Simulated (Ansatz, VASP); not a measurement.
## BN in VASP and in Ansatz

```xyz
4
Lattice="2.5539 0.0000 0.0000 -1.2770 2.2118 0.0000 0.0000 0.0000 4.2269" Properties=species:S:1:pos:R:3 pbc="T T T"
B     1.2770    0.7373    4.2257
B     0.0000    1.4745    2.1123
N     1.3477    0.8080    2.8430
N     0.0000    1.4745    0.5295
```

Alike in both runs: task single point; functional PBE; k mesh 12 × 12 × 6; occupations gaussian, width 0.05 eV; no spin polarisation.

|  | VASP | Ansatz |
| --- | --- | --- |
| version | VASP 6.6.1 | Ansatz 0.2.0 |
| potentials or method | VASP PAW PBE potentials, release 64 (B, N), cutoff 520 eV | scalar-relativistic, plane waves, PAW |
| valence electrons in the cell | 16 | 16 |

|  | VASP | Ansatz | Ansatz less VASP |
| --- | --- | --- | --- |
| gap on the k mesh at the Fermi level (eV) | 3.18 | 3.19 | +0.015 |
| least direct gap on the mesh (eV) | 7.03 | 7.04 | +0.004 |
| pressure (GPa) | 9.1 | 8.9 | -0.19 |
| traceless stress, the component that is largest in VASP (GPa) | 10.26 | 10.07 | -0.187 |
| rms of the force components (eV/Å) | 3.151 | 3.145 | -0.0063 |

Atom by atom the forces differ by 0.007 eV/Å (rms over components).
